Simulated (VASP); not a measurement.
## AlNi3: single point with PBEsol

AlNi3:

```
Ni Al
1.0
     3.52305    0.00000    0.00000
     0.00000    3.52305    0.00000
     0.00000    0.00000    3.52305
Ni Al
3 1
Direct
  0.50000 0.50000 0.00000
  0.50000 0.00000 0.50000
  0.00000 0.50000 0.50000
  0.00000 0.00000 0.00000
```

```
Program             : VASP 6.6.1
Task                : single point
Functional          : PBEsol
Potentials or basis : VASP PAW PBE potentials, release 64 (Ni, Al)
Cutoff              : 520 eV
k mesh              : 6 × 6 × 6
Occupations         : fermi-dirac, width 0.05 eV
Spin                : collinear spin, ferromagnetic start
Starting moments    : [0.5, 0.5, 0.5, 0.0] μB
Fixed moment        : 1.5 μB
```

```yaml
Pressure: 0.9 GPa
Net_moment: 1.50 μB per cell
Site_moments: Ni +0.48; Al +0.01 μB
Valence_electrons_inside_the_program's_atomic_spheres: Ni 9.45; Al 0.82
```

It took 48 s on 1 thread of AMD EPYC 7R43 64-Core Processor (Zen 3), with other jobs on the host, peak memory 0.15 GiB.

Caveat: the PAW data sets were made with another functional, which shifts forces and pressure a little; the total moment is fixed, so each spin has its own Fermi level.
